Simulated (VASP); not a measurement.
Input of a VASP 6.6.1 run:

File INCAR:

```
SYSTEM = CaH16Cl2O8
PREC     = Accurate       ! precision mode
ENCUT    = 520            ! plane-wave cutoff, eV
EDIFF    = 1E-6           ! SCF threshold, eV
ISMEAR   = -1             ! smearing method
SIGMA    = 0.05           ! smearing width, eV
LREAL    = .False.        ! projectors in reciprocal space
LASPH    = .True.         ! aspherical terms in the spheres
NELM     = 120            ! most SCF steps
ALGO     = Normal         ! electronic algorithm
ISIF     = 2              ! what is computed and relaxed
LWAVE    = .False.        ! write WAVECAR
LCHARG   = .True.         ! write CHGCAR
GGA      = PE             ! functional
IVDW     = 12             ! dispersion correction
LELF     = .True.         ! ELF
LVHAR    = .True.       
NBANDS   = 63             ! bands
GGA_COMPAT= .False.
```

The input KPOINTS:

```
Automatic mesh
0
Gamma
  1 1 1
  0 0 0
```

The input POSCAR:

```
CaH16Cl2O8
1.0
    6.9561890000      0.0000000000      0.0000000000
    0.0000000000      6.9561890000      0.0000000000
    0.0000000000      0.0000000000      6.9561890000
O H Ca Cl
8 16 1 2
Direct
    0.9172407478      0.8327548317      0.1921310649
    0.4051356281     -0.0814813974      0.3421557407
    0.3604703667      0.3386480730      0.7628027358
    0.4436912223      0.5674227655      0.0730716201
    0.2524370744      0.8013439543      0.6951363742
    0.1158536664      0.5058660712      0.2060754818
   -0.0268825358      0.0704552450      0.6579752218
    0.8187960390      0.3215841318      0.9578233139
    0.9238679398      0.8469148840      0.0499986415
    0.9993546754      0.7119415531      0.2149596568
    0.2909207901     -0.1579888068      0.3407612990
    0.3654587303      0.0609672911      0.3472591098
    0.2384351547      0.3427163926      0.6897167400
    0.4533516844      0.3306551907      0.6589958956
    0.5486049905      0.5235337913      0.1585207072
    0.4472276415      0.4782216239     -0.0291682702
    0.1583050719      0.6962576779      0.6942882087
    0.3417963485      0.7719312974      0.7996907502
    0.2432222586      0.5576041709      0.1855326243
    0.0825451982      0.4430299407      0.0876485673
   -0.0256174753      0.1872577068      0.7468888496
    0.0854778385     -0.0177827256      0.6861659452
    0.8295921804      0.4381422069      0.8822646998
    0.8076980082      0.3807113349      1.0994094611
    0.7218751532      0.9009099666      0.4512384583
    0.6182264455      0.3085310074      0.4135741568
    0.8535420760      0.6415869379      0.6809763219
```

Potentials or basis: VASP PAW PBE potentials, release 64 (O, H, Ca_sv, Cl).

Command:

```sh
$ cat potpaw_PBE.64/O/POTCAR potpaw_PBE.64/H/POTCAR potpaw_PBE.64/Ca_sv/POTCAR potpaw_PBE.64/Cl/POTCAR > POTCAR
$ mpirun -np 1 vasp_gam > vasp.out
```

(1) Estimate the dispersion energy per atom.

(2) What does it give for the pressure?

(3) What does it give for the largest force?

Results:

(1) -0.049 eV.

(2) -0.3 GPa.

(3) 3.674 eV/Å.

Caveat: the k points lie up to 0.90 Å⁻¹ apart.
